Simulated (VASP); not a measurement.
A run of VASP 6.6.1:

INCAR

```
SYSTEM = HfGe
  ALGO = Normal
  EDIFF = 1E-6
  ENCUT = 520
  GGA = PE
  ISIF = 2
  ISMEAR = 0
  LASPH = .TRUE.
  LCHARG = .FALSE.
  LREAL = .FALSE.
  LWAVE = .FALSE.
  NBANDS = 19
  NELM = 60
  PREC = Accurate
  SIGMA = 0.011
```

File KPOINTS:

```
k-points
0
G
  8 8 8
  0 0 0
```

The input POSCAR:

```
HfGe
1.0
    3.5008378700      0.0000000000      0.0000000000
    0.0000000000      3.5008378700      0.0000000000
    0.0000000000      0.0000000000      3.5008378700
Hf Ge
1 1
Direct
    0.0000000000      0.0000000000      0.0000000000
    0.5000000000      0.5000000000      0.5000000000
```

Potentials or basis: VASP PAW PBE potentials, release 64 (Hf_pv, Ge_d).

Launch:

```sh
$ cat potpaw_PBE.64/Hf_pv/POTCAR potpaw_PBE.64/Ge_d/POTCAR > POTCAR
$ mpirun -np 1 vasp_std > vasp.out
```

Hardware: 1 thread of Intel Xeon 6975P-C, with other jobs on the host.

Task: How long does it take, and how much memory?

Result: Wall time 48 s on 1 thread of Intel Xeon 6975P-C, on a shared host, peak memory 0.17 GiB. Counts: scf iterations 12, k points 35.
